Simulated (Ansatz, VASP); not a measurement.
**Two plane-wave programs on Al3InSb4**

```xyz
8
Lattice="4.4721 0.0000 0.0000 0.0000 8.9407 0.0000 0.0000 0.0000 6.3172" Properties=species:S:1:pos:R:3 pbc="T T T"
Al    0.0000    0.0000    6.3144
Al    2.2360    2.1755    3.1584
Al    2.2360    6.7652    3.1584
In    0.0000    4.4703    6.3170
Sb    2.2360    0.0000    1.5354
Sb    0.0000    2.1348    4.6823
Sb    2.2360    4.4703    1.7381
Sb    0.0000    6.8059    4.6823
```

Alike in both runs: task single point; functional PBE; k mesh 4 × 2 × 4; occupations gaussian, width 0.1 eV; no spin polarisation.

|  | VASP | Ansatz |
| --- | --- | --- |
| version | VASP 6.6.1 | Ansatz 0.2.0 |
| potentials or method | VASP PAW PBE potentials, release 64 (Al, In_d, Sb), cutoff 520 eV | scalar-relativistic, plane waves, PAW |
| valence electrons in the cell | 42 | 82 |

|  | VASP | Ansatz | Ansatz less VASP |
| --- | --- | --- | --- |
| gap on the k mesh at the Fermi level (eV) | 0.73 | 0.73 | -0.004 |
| least direct gap on the mesh (eV) | 0.73 | 0.73 | -0.004 |
| pressure (GPa) | 0.2 | 0.0 | -0.12 |
| traceless stress, the component that is largest in VASP (GPa) | -0.38 | -0.38 | +0.003 |
| rms of the force components (eV/Å) | 0.009 | 0.008 | -0.0009 |

Atom by atom the forces differ by 0.005 eV/Å (rms over components). VASP's potentials hold 42 valence electrons a cell and Ansatz's 82, so a difference there can come from the potentials and not from the codes.

Neither program's run includes spin-orbit coupling.
